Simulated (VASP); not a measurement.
Runs of VASP 6.6.1 on Te. The structure is that of space group Im-3m (No. 229), or close to it. The cells are those of the table. This isn't the form of Te at room conditions, which is trigonal, of chains.

| task | cell | cutoff (eV) | gap on the mesh (eV) | pressure (GPa) |
| --- | --- | --- | --- | --- |
| single point | a = 3.334 Å, angles 109.5°, 1 atom | 520 | none | (a) |
| relaxation of cell and atoms | relaxed to 87 GPa from a = 2.825 Å, angles 109.5°, 1 atom | 600 | none | 87.0 |
| relaxation of cell and atoms | relaxed to 87 GPa from a = 2.826 Å, angles 109.5°, 1 atom | 600 | none | 87.0 |
| single point | a = 2.826 Å, angles 109.5°, 1 atom | 520 | none | 87.3 |
| single point | a = 2.825 Å, angles 109.5°, 1 atom | 520 | none | 87.4 |

Alike in all rows: level PBE; potentials or basis VASP PAW PBE potentials, release 64 (Te); no spin polarisation; k mesh 16 × 16 × 16; smearing fermi-dirac 0.08 eV.

Question: Estimate the missing entries.

Answer: (a) -0.1.

Caveats: spin-orbit coupling is left out, which moves the levels of the heavy elements; the cell is relaxed towards a set pressure, so the run minimises the enthalpy, not the energy (at least some runs); the cell stands under pressure (at least some runs).

A k mesh can miss the band edges, and the runs leave out spin-orbit coupling on Te.

A gap of «none» marks levels without a gap at the run's occupations.
